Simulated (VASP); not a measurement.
**AlN: vibrations by perturbation theory with PBE**

AlN:

```
CELL_PARAMETERS angstrom
0.00000 2.20159 2.20159
2.20159 0.00000 2.20159
2.20159 2.20159 0.00000
ATOMIC_POSITIONS crystal
Al 0.00000 0.00000 0.00000
N 0.75000 0.75000 0.75000
```

```yaml
Program: VASP 6.6.1
Task: vibrations by perturbation theory
Functional: PBE
Potentials_or_basis: VASP PAW PBE potentials, release 64 (Al, N)
Cutoff: 520 eV
k_mesh: 10 × 10 × 10
Occupations: gaussian, width 0.01 eV
Spin: no spin polarisation
Dipole_correction: no
Further_INCAR_settings: ALGO = Normal; EDIFF = 1e-08; IBRION = 8; NSW = 1
```

* Electronic dielectric tensor (diagonal): 4.62
* Born charges (mean of the diagonal): Al +2.54; N -2.54 e
* Highest phonon frequency at Γ, LO-TO splitting left out: 636 cm⁻¹

Phonon frequencies in cm⁻¹ (negative: imaginary):
| q point | frequencies |
| --- | --- |
| (0.000, 0.000, 0.000) | 0 0 0 636 636 636 |

Electronic dielectric tensor:
```
4.62 0.00 0.00
0.00 4.62 0.00
0.00 0.00 4.62
```

Born effective charge tensors (e):
atom 1, Al
```
2.54 0.00 0.00
0.00 2.54 0.00
0.00 0.00 2.54
```
atom 2, N
```
-2.54  0.00  0.00
 0.00 -2.54  0.00
 0.00  0.00 -2.54
```

Wall time 5.5 min on 1 thread of AMD EPYC 7R43 64-Core Processor (Zen 3) (shared host), peak memory 0.16 GiB.
